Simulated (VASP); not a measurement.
# ZnSe: single point with PBEsol

ZnSe:

```xyz
4
Lattice="4.1077 -0.0274 0.0000 -0.0274 4.1077 0.0000 0.0000 0.0000 6.0704" Properties=species:S:1:pos:R:3 pbc="T T T"
Zn    0.0000    0.0000    0.0000
Zn    2.0402    2.0402    0.0000
Se   -0.0137    2.0539    1.4950
Se    2.0539   -0.0137    4.5753
```

```json
{"Program": "VASP 6.6.1", "Task": "single point", "Functional": "PBEsol", "Potentials or basis": "VASP PAW PBE potentials, release 64 (Zn, Se)", "Cutoff": "520 eV", "k mesh": "6 × 6 × 4", "Occupations": "fermi-dirac, width 0.02 eV", "Spin": "no spin polarisation", "Dipole correction": "no", "Further INCAR settings": "ALGO = Normal; EDIFF = 1e-06; NBANDS = 26"}
```

| Property | Result |
| --- | --- |
| Pressure | -2.6 GPa |
| Largest force | 0.353 eV/Å |
| Band gap on the k mesh | 1.83 eV, direct |

Forces in eV/Å, atoms in the order of the input:
```
Zn   0.000  0.000  0.000
Zn   0.000  0.000  0.000
Se   0.000  0.000 -0.353
Se   0.000  0.000  0.353
```

Stress tensor (GPa, compression positive):
```
-2.79  0.19  0.00
 0.19 -2.79  0.00
 0.00  0.00 -2.15
```

Levels at points of the mesh, in eV from the valence-band top:
```csv
k point,band 15,band 16,band 17,band 18,band 19,band 20,band 21,band 22
"(0.00, 0.00, 0.00)",-2.16,-0.04,-0.03,0.00,1.83,1.86,2.91,5.69
"(0.50, 0.00, 0.00)",-1.54,-1.54,-0.79,-0.79,3.40,3.40,5.84,5.84
"(0.50, 0.50, 0.00)",-2.22,-2.18,-2.08,-2.02,3.30,3.36,3.48,3.58
"(0.00, 0.00, 0.50)",-2.02,-1.16,-0.31,-0.28,1.96,3.26,3.59,5.16
"(0.50, 0.00, 0.50)",-0.80,-0.80,-0.75,-0.75,2.56,2.56,5.75,5.75
"(0.50, 0.50, 0.50)",-2.50,-2.44,-2.41,-2.40,4.49,4.58,4.74,4.84
```

It took 100 s on 1 thread of AMD EPYC 9R45 (Zen 5) (shared host), peak memory 0.23 GiB.

Caveat: the PAW data sets were made with another functional, which shifts forces and pressure a little. A k mesh can miss the band edges.
